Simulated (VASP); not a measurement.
Here is a VASP 6.6.1 calculation.

The input INCAR:

```
SYSTEM = CdSe
PREC = Accurate ; ENCUT = 600
EDIFF = 1E-7 ; ISMEAR = 0
SIGMA = 0.01 ; LREAL = .False.
LASPH = .True. ; NELM = 100
ALGO = Normal ; ISIF = 3
LWAVE = .False. ; LCHARG = .False.
GGA = PS ; IBRION = 2
NSW = 80 ; EDIFFG = -0.001
```

KPOINTS

```
Automatic mesh
0
Gamma
  10 10 6
  0 0 0
```

File POSCAR:

```
CdSe
1.0
    4.3010051471      0.0000000000      0.0000000000
   -2.1505025735      3.7247797192      0.0000000000
    0.0000000000      0.0000000000      7.0220888563
Cd Se
2 2
Direct
    0.3333333333      0.6666666667      0.0046927247
    0.6666666667      0.3333333333      0.5046927247
    0.3333333333      0.6666666667      0.3803072753
    0.6666666667      0.3333333333      0.8803072753
```

Potentials or basis: VASP PAW PBE potentials, release 64 (Cd, Se).

Command:

```console
$ cat potpaw_PBE.64/Cd/POTCAR potpaw_PBE.64/Se/POTCAR > POTCAR
$ mpirun -np 1 vasp_std > vasp.out
```

(1) Estimate the band gap on the k mesh.

(2) Predict the space group after relaxing (to 0.05 Å).

## Answers

(1) 0.53 eV, direct.

(2) P6_3mc (No. 186).
